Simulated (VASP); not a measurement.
Here is a VASP 6.6.1 calculation.

The input INCAR:

```
ALGO     = Normal         # electronic algorithm
EDIFF    = 1E-7           # SCF threshold, eV
EDIFFG   = -0.005         # ionic threshold
ENCUT    = 600            # plane-wave cutoff, eV
GGA      = PE             # functional
IBRION   = 2              # ionic algorithm
ISIF     = 3              # what is computed and relaxed
ISMEAR   = -1             # smearing method
LASPH    = T              # aspherical terms in the spheres
LCHARG   = F              # write CHGCAR
LREAL    = F              # projectors in reciprocal space
LWAVE    = F              # write WAVECAR
NELM     = 80             # most SCF steps
NSW      = 60             # ionic steps
PREC     = Accurate       # precision mode
PSTRESS  = 920.0        
SIGMA    = 0.05           # smearing width, eV
```

File KPOINTS:

```
k-points
0
Gamma
  18 18 18
```

File POSCAR:

```
Pt
1.0
    0.0000000000      1.8504618139      1.8504618139
    1.8504618139      0.0000000000      1.8504618139
    1.8504618139      1.8504618139      0.0000000000
Pt
1
Direct
    0.0000000000      0.0000000000      0.0000000000
```

Potentials or basis: VASP PAW PBE potentials, release 64 (Pt).

Launch:

```console
$ cat potpaw_PBE.64/Pt/POTCAR > POTCAR
$ mpirun -np 1 vasp_std > vasp.out
```

Q: Estimate the band gap on the k mesh.

A: Zero (band 5 reaches 15.69 eV, above the bottom of band 6 at 12.65 eV).

Q: Estimate the relaxed cell.

A: a = 2.616 Å, b = 2.616 Å, c = 2.616 Å, α = 60.00°, β = 60.00°, γ = 60.00°.

Q: Estimate the space group after relaxing (to 0.05 Å).

A: Fm-3m (No. 225).

The path:
```csv
step,energy change (eV),largest force (eV/Å),pressure (GPa),volume (Å³)
1,0.0000,0.0000,91.53,12.67
2,0.0396,0.0000,95.24,12.60
3,0.0052,0.0000,92.03,12.66
```

Caveat: the cell is relaxed towards a set pressure, so the enthalpy falls and the energy may rise; spin-orbit coupling is left out, which moves the levels of the heavy elements.
